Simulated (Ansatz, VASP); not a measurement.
**One calculation of KMgF3, two programs**

The input POSCAR:

```
KMgF3
1.0
    3.9859000000      0.0000000000      0.0000000000
    0.0000000000      3.9859000000      0.0000000000
    0.0000000000      0.0000000000      3.9859000000
K Mg F
1 1 3
Direct
    0.5000000000      0.5000000000      0.5000000000
    0.0000000000      0.0000000000      0.0000000000
    0.5000000000      0.0000000000      0.0000000000
    0.0000000000      0.5000000000      0.0000000000
    0.0000000000      0.0000000000      0.5000000000
```

File INCAR.step1:

```
  ALGO = Normal
  EDIFF = 1E-4
  ENCUT = 600
  GGA = PE
  ISMEAR = 0
  LASPH = True
  LCHARG = False
  LREAL = False
  LWAVE = True
  NELM = 100
  PREC = Accurate
  SIGMA = 0.02
```

The input INCAR.step2:

```
  ALGO = Normal
  EDIFF = 1E-7
  EDIFFG = -0.005
  ENCUT = 600
  IBRION = 2
  ISIF = 3
  ISMEAR = 0
  ISTART = 1
  LASPH = True
  LCHARG = False
  LMIXTAU = True
  LREAL = False
  LWAVE = False
  METAGGA = R2SCAN
  NELM = 100
  NSW = 100
  PREC = Accurate
  SIGMA = 0.02
```

Contents of KPOINTS:

```
k-points
0
Gamma
  6 6 6
```

Input for Ansatz:

```yaml
crystal:
  lattice:
    - [3.9859, 0.0, 0.0]
    - [0.0, 3.9859, 0.0]
    - [0.0, 0.0, 3.9859]
  atoms:
    - { symbol: K, position: [0.5, 0.5, 0.5] }
    - { symbol: Mg, position: [0.0, 0.0, 0.0] }
    - { symbol: F, position: [0.5, 0.0, 0.0] }
    - { symbol: F, position: [0.0, 0.5, 0.0] }
    - { symbol: F, position: [0.0, 0.0, 0.5] }
basis:
  ecutwfc: 500
kpoints:
  mp_grid: { grid: [6, 6, 6] }
hamiltonian:
  xc: r2scan
scf:
  occupations: { method: gaussian, width: 0.02 }
output:
  forces: true
  stress: true
  eigenvalues: true
relax:
  adjacent_minimum: "off"
  f_tol: 0.005
  max_steps: 80
  cell: { stress_tol: 0.05 }
```

Alike in both runs: task relaxation of cell and atoms; functional r2SCAN; k mesh 6 × 6 × 6; occupations gaussian, width 0.02 eV; no spin polarisation.

|  | VASP | Ansatz |
| --- | --- | --- |
| version | VASP 6.6.1 | Ansatz 0.2.0 |
| potentials or method | VASP PAW PBE potentials, release 64 (K_sv, Mg, F), cutoff 600 eV | scalar-relativistic, plane waves, PAW |
| valence electrons in the cell | 32 | 40 |

|  | VASP | Ansatz | Ansatz less VASP |
| --- | --- | --- | --- |
| gap on the k mesh at the Fermi level, each at its own relaxed structure (eV) | 8.36 | 8.30 | -0.057 |
| relaxed volume (Å³/atom) | 12.50 | 12.62 | +0.117 |
| relaxed cell length with the largest relative difference (Å) | 3.968 | 3.981 | +0.0123 |

VASP's potentials were made for PBE, not for r2SCAN. VASP's potentials hold 32 valence electrons a cell and Ansatz's 40, so a difference there can come from the potentials and not from the codes.
